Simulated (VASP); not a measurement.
# Mn (P6_3/mmc) in VASP: single point with PBE

Aim: the single point of Mn with PBE.

Program: VASP 6.6.1. These are calculated values, not measurements. Logs are shortened: lines on timing, memory, paths and dates and some standing lists are left out, and cuts for length are marked.

## (1) The cell of the first run

It takes space group P6_3/mmc (No. 194, hexagonal). Conventional cell: a = 2.202 Å, b = 2.202 Å, c = 3.550 Å, α = 90.00°, β = 90.00°, γ = 120.00°. Mn (site symmetry -6m2) has 12 Mn at 2.18 to 2.20 Å within 2.9 Å.

This isn't the form of Mn at room conditions, which is a 58-atom cubic cell.

## (2) Single point, PBE, collinear spin, ferromagnetic start

INCAR

```
SYSTEM = Mn
PREC = Accurate
ENCUT = 520
EDIFF = 1E-7
ISMEAR = -1
SIGMA = 0.08
LREAL = .FALSE.
LASPH = .TRUE.
NELM = 150
ALGO = Normal
ISIF = 2
LWAVE = .FALSE.
LCHARG = .FALSE.
ISPIN = 2
MAGMOM = 3 3
LORBIT = 11
LMAXMIX = 4
GGA = PE
NBANDS = 24
```

KPOINTS

```
Automatic mesh
0
G
  20 20 11
  0 0 0
```

POSCAR

```
Mn
1.0
    2.2024125521      0.0000000000      0.0000000000
   -1.1012062760      1.9073452198      0.0000000000
    0.0000000000      0.0000000000      3.5504778493
Mn
2
Direct
    0.3333333333      0.6666666667      0.2500000000
    0.6666666667      0.3333333333      0.7500000000
```

Potentials or basis: VASP PAW PBE potentials, release 64 (Mn_pv).

Run with:

```bash
$ cat potpaw_PBE.64/Mn_pv/POTCAR > POTCAR
$ mpirun -np 1 vasp_std > vasp.out
```

OUTCAR:

```text
SYSTEM = Mn
   PREC = Accurate
   ENCUT = 520
   EDIFF = 1E-7
   ISMEAR = -1
   LREAL = .FALSE.
   LASPH = .TRUE.
   NELM = 150
   ISIF = 2
   ISPIN = 2
   LORBIT = 11
   GGA = PE

 ion  position               nearest neighbor table
   1  0.333  0.667  0.250-   2 2.18   2 2.18   2 2.18   2 2.18   2 2.18   2 2.18   2 3.10   2 3.10
                             2 3.10   2 3.10   2 3.10   2 3.10
   2  0.667  0.333  0.750-   1 2.18   1 2.18   1 2.18   1 2.18   1 2.18   1 2.18   1 3.10   1 3.10
                             1 3.10   1 3.10   1 3.10   1 3.10

  LATTYP: Found a hexagonal cell.
 ALAT       =     2.2024125521
 C/A-ratio  =     1.6120857311

  Lattice vectors:

 A1 = (   2.2024125521,   0.0000000000,   0.0000000000)
 A2 = (  -1.1012062760,   1.9073452198,   0.0000000000)
 A3 = (   0.0000000000,   0.0000000000,   3.5504778493)

Analysis of symmetry for initial positions (statically):
=====================================================================
 Subroutine PRICEL returns:
 Original cell was already a primitive cell.

 Routine SETGRP: Setting up the symmetry group for a
 hexagonal supercell.

 Subroutine GETGRP returns: Found 24 space group operations
 (whereof 12 operations were pure point group operations)
 out of a pool of 24 trial point group operations.

The static configuration has the point symmetry D_3d.
 The point group associated with its full space group is D_6h.

Analysis of symmetry for dynamics (positions and initial velocities):
=====================================================================
 Subroutine PRICEL returns:
 Original cell was already a primitive cell.

 Routine SETGRP: Setting up the symmetry group for a
 hexagonal supercell.

 Subroutine GETGRP returns: Found 24 space group operations
 (whereof 12 operations were pure point group operations)
 out of a pool of 24 trial point group operations.

The dynamic configuration has the point symmetry D_3d.
 The point group associated with its full space group is D_6h.

Analysis of structural, dynamic, and magnetic symmetry:
=====================================================================
 Subroutine PRICEL returns:
 Original cell was already a primitive cell.

 Routine SETGRP: Setting up the symmetry group for a
 hexagonal supercell.

 Subroutine GETGRP returns: Found 24 space group operations
 (whereof 12 operations were pure point group operations)
 out of a pool of 24 trial point group operations.

The overall configuration has the point symmetry D_3d.
 The point group associated with its full space group is D_6h.

 Subroutine INISYM returns: Found 24 space group operations
 (whereof 12 operations are pure point group operations),
 and found     1 'primitive' translations

----------------------------------------------------------------------------------------

                                     Primitive cell

  volume of cell :      14.9147

  direct lattice vectors                    reciprocal lattice vectors
     2.202412552  0.000000000  0.000000000     0.454047539  0.262144469  0.000000000
    -1.101206276  1.907345220  0.000000000     0.000000000  0.524288938  0.000000000
     0.000000000  0.000000000  3.550477849     0.000000000  0.000000000  0.281652229

  length of vectors
     2.202412552  2.202412552  3.550477849     0.524288938  0.524288938  0.281652229

  position of ions in fractional coordinates (direct lattice)
     0.333333333  0.666666667  0.250000000
     0.666666667  0.333333333  0.750000000

  ion indices of the primitive-cell ions
   primitive index   ion index
                 1           1
                 2           2

----------------------------------------------------------------------------------------

 KPOINTS: Automatic mesh

Automatic generation of k-mesh.
 Grid dimensions read from file:
 generate k-points for:   20   20   11

 Generating k-lattice:

  Cartesian coordinates                     Fractional coordinates (reciprocal lattice)
     0.022702377  0.013107223  0.000000000     0.050000000  0.000000000  0.000000000
     0.000000000  0.026214447  0.000000000     0.000000000  0.050000000  0.000000000
     0.000000000  0.000000000  0.025604748     0.000000000  0.000000000  0.090909091

  Length of vectors
     0.026214447  0.026214447  0.025604748

  Shift w.r.t. Gamma in fractional coordinates (k-lattice)
     0.000000000  0.000000000  0.000000000

 Subroutine IBZKPT returns following result:
 ===========================================

 Found    264 irreducible k-points:

 Following reciprocal coordinates:
            Coordinates               Weight
  0.000000  0.000000  0.000000      1.000000
  0.050000 -0.000000  0.000000      6.000000
  0.100000 -0.000000  0.000000      6.000000
  0.150000 -0.000000  0.000000      6.000000
  0.200000 -0.000000  0.000000      6.000000
  0.250000 -0.000000  0.000000      6.000000
[... 16 lines left out ...]
  0.200000  0.100000  0.000000     12.000000
  0.250000  0.100000  0.000000     12.000000
 [... further k-points ...]
   k-points           NKPTS =    264   k-points in BZ     NKDIM =    264   number of bands    NBANDS=     24
   number of dos      NEDOS =    301   number of ions     NIONS =      2
   total plane-waves  NPLWV =   7168
   dimension x,y,z NGX =    16 NGY =   16 NGZ =   28
   dimension x,y,z NGXF=    32 NGYF=   32 NGZF=   56
   ions per type =               2
   NGX,Y,Z   is equivalent  to a cutoff of  12.08, 12.08, 13.11 a.u.
   NGXF,Y,Z  is equivalent  to a cutoff of  24.15, 24.15, 26.22 a.u.
 SYSTEM =  Mn
   PREC   = accura    normal or accurate (medium, high low for compatibility)
   ISTART =      0    job   : 0-new  1-cont  2-samecut
   ICHARG =      2    charge: 1-file 2-atom 10-const
   ISPIN  =      2    spin polarized calculation?
   LNONCOLLINEAR =      F non collinear calculations
   LSORBIT =      F    spin-orbit coupling
   LASPH  =      T    aspherical Exc in radial PAW
   ENCUT  =  520.0 eV  38.22 Ry    6.18 a.u.   4.10  4.10  6.60*2*pi/ulx,y,z
   NELM   =    150;   NELMIN=  2; NELMDL= -5     # of ELM steps
   EDIFF  = 0.1E-06   stopping-criterion for ELM
   LREAL  =      F    real-space projection
   EDIFFG = 0.1E-05   stopping-criterion for IOM
   NSW    =      0    number of steps for IOM
   IBRION =     -1    ionic relax: 0-MD 1-quasi-New 2-CG
   NFREE  =      0    steps in history (QN), initial steepest desc. (CG)
   ISIF   =      2    stress and relaxation
   ISYM   =      2    0-nonsym 1-usesym 2-fastsym
   POTIM  = 0.5000    time-step for ionic-motion
   TEBEG  =    0.0;   TEEND  =   0.0 temperature during run
   PSTRESS=    0.0 pullay stress
   NELECT =      26.0000    total number of electrons
   NUPDOWN=      -1.0000    fix difference up-down
   EMIN   =  10.00;   EMAX   =-10.00  energy-range for DOS
   EFERMI =   0.00;   METHOD = LEGACY
   ISMEAR =    -1;   SIGMA  =   0.08  broadening in eV -4-tet -1-fermi 0-gaus
   EFERMI_NEDOS =   21; number of points for ismear=-14 and -15
   IALGO  =     38    algorithm
   IMIX   =      4    mixing-type and parameters
     AMIX     =   0.40;   BMIX     =  1.00
     AMIX_MAG =   1.60;   BMIX_MAG =  1.00
  volume/ion in A,a.u.               =       7.46        50.32
  Fermi-wavevector in a.u.,A,eV,Ry     =   1.970279  3.723287 52.817797  3.881999
  Thomas-Fermi vector in A             =   2.993076
   LORBIT       =     11    0 simple, 1 ext, 2 COOP (PROOUT), +10 PAW based schemes
   GGA     = PE    functional components
   LHFCALC =     F    Hartree Fock is set to
   AEXX    =    0.0000 exact exchange contribution
   IVDW    =     0    specifies the selected vdW correction
   LEPSILON=     F    determine dielectric tensor
   LRPA    =     F    only Hartree local field effects (RPA)
 spin polarized calculation
  energy-cutoff  :      520.00
  volume of cell :       14.91
 maximum number of plane-waves:       424
   NGX =  9   NGY =  9   NGZ = 13

 number of electron      25.9999997 magnetization       0.0005758

 number of electron      25.9999997 magnetization      -0.0000061

 Free energy of the ion-electron system (eV)
  ---------------------------------------------------
  ext. energy  EPLUGINS =         0.00000000
  ---------------------------------------------------
  free energy    TOTEN  =       -14.61959932 eV

  energy without entropy =      -14.58315331  energy(sigma->0) =      -14.60137631

 E-fermi :  16.5028     XC(G=0): -16.3719

 val. band max:       16.4972559663   @ k =   0.1000   0.1000   0.0000
 cond. band min:      16.5038675637   @ k =   0.2500   0.0500   0.4545
 fundamental gap:      0.0066115974
 Fermi energy:        16.5027973939

 spin component 1

 k-point     1 :       0.0000    0.0000    0.0000
  band No.  band energies     occupation
      1     -32.9191      1.00000
      2     -30.8449      1.00000
      3     -30.8449      1.00000
      4     -30.5407      1.00000
      5     -30.5407      1.00000
      6     -30.5009      1.00000
[... 16 lines left out ...]
     23      48.3068      0.00000
     24      48.3461      0.00000
[... 598 lines left out ...]
      2     -32.0130      1.00000
      3     -31.7491      1.00000
      4     -31.2147      1.00000
      5     -30.7996      1.00000
      6     -30.7861      1.00000
[... 16 lines left out ...]
     23      43.9533      0.00000
     24      44.2417      0.00000

 [... further k-points ...]

 spin component 2

 k-point     1 :       0.0000    0.0000    0.0000
  band No.  band energies     occupation
      1     -32.9191      1.00000
      2     -30.8449      1.00000
      3     -30.8449      1.00000
      4     -30.5407      1.00000
      5     -30.5407      1.00000
      6     -30.5009      1.00000
[... 16 lines left out ...]
     23      48.3068      0.00000
     24      48.3461      0.00000
[... 598 lines left out ...]
      2     -32.0130      1.00000
      3     -31.7491      1.00000
      4     -31.2147      1.00000
      5     -30.7996      1.00000
      6     -30.7861      1.00000
[... 16 lines left out ...]
     23      43.9533      0.00000
     24      44.2417      0.00000

 [... further k-points ...]

------------------------ aborting loop because EDIFF is reached ----------------------------------------

  FORCE on cell =-STRESS in cart. coord.  units (eV):
  Direction    XX          YY          ZZ          XY          YZ          ZX
  --------------------------------------------------------------------------------------
  -------------------------------------------------------------------------------------
  Total       20.8426566     20.8426566     20.8722771      0.0000000      0.0000000      0.0000000
  in kB     2238.9730663   2238.9730664   2242.1549827      0.0000001      0.0000000      0.0000000
  external PRESSURE =    2240.0337051 kB  Pullay stress =       0.0000000 kB

 VOLUME and BASIS-vectors are now :
 -----------------------------------------------------------------------------
  energy-cutoff  :      520.00
  volume of cell :       14.91
      direct lattice vectors                 reciprocal lattice vectors
     2.202412552  0.000000000  0.000000000     0.454047539  0.262144469  0.000000000
    -1.101206276  1.907345220  0.000000000     0.000000000  0.524288938  0.000000000
     0.000000000  0.000000000  3.550477849     0.000000000  0.000000000  0.281652229

 POSITION                                       TOTAL-FORCE (eV/Angst)
 -----------------------------------------------------------------------------------
     -0.00000      1.27156      0.88762        -0.000000      0.000000      0.000000
      1.10121      0.63578      2.66286         0.000000     -0.000000      0.000000
 -----------------------------------------------------------------------------------
    total drift:                               -0.000000      0.000000     -0.000000

  FREE ENERGIE OF THE ION-ELECTRON SYSTEM (eV)
  ---------------------------------------------------
  free  energy   TOTEN  =       -14.6195993208 eV

  energy  without entropy=      -14.5831533092  energy(sigma->0) =      -14.60137631

 total charge

# of ion       s       p       d       tot
------------------------------------------
    1        0.608   6.697   5.711  13.016
    2        0.608   6.697   5.711  13.016
--------------------------------------------------
tot          1.216  13.394  11.422  26.032

 magnetization (x)

# of ion       s       p       d       tot
------------------------------------------
    1        0.000   0.000   0.000   0.000
    2        0.000   0.000   0.000   0.000
--------------------------------------------------
tot          0.000   0.000   0.000   0.000
```

It took 55 s on 1 thread of Intel Xeon 6975P-C (Granite Rapids), shared host; peak memory 0.23 GiB.

What came out:

| Quantity | Value |
| --- | --- |
| Free energy | -14.6196 eV |
| Pressure | 224.0 GPa |
| Band gap on the k mesh | zero (filled and empty bands overlap) |
| Net moment | 0.00 μB per cell |

Levels at points of the mesh, in eV from the Fermi level:
Spin up:
| k point | band 11 | band 12 | band 13 | band 14 | band 15 | band 16 |
| --- | --- | --- | --- | --- | --- | --- |
| (0.00, 0.00, 0.00) | -1.69 | -0.90 | -0.90 | -0.06 | -0.06 | 1.96 |
| (0.50, 0.00, 0.00) | -1.41 | -1.34 | -0.59 | 2.98 | 3.27 | 3.36 |
Spin down:
| k point | band 11 | band 12 | band 13 | band 14 | band 15 | band 16 |
| --- | --- | --- | --- | --- | --- | --- |
| (0.00, 0.00, 0.00) | -1.69 | -0.90 | -0.90 | -0.06 | -0.06 | 1.96 |
| (0.50, 0.00, 0.00) | -1.41 | -1.34 | -0.59 | 2.98 | 3.27 | 3.36 |

Caveat: the cell stands under pressure; the moments typed at the start vanished in this run.
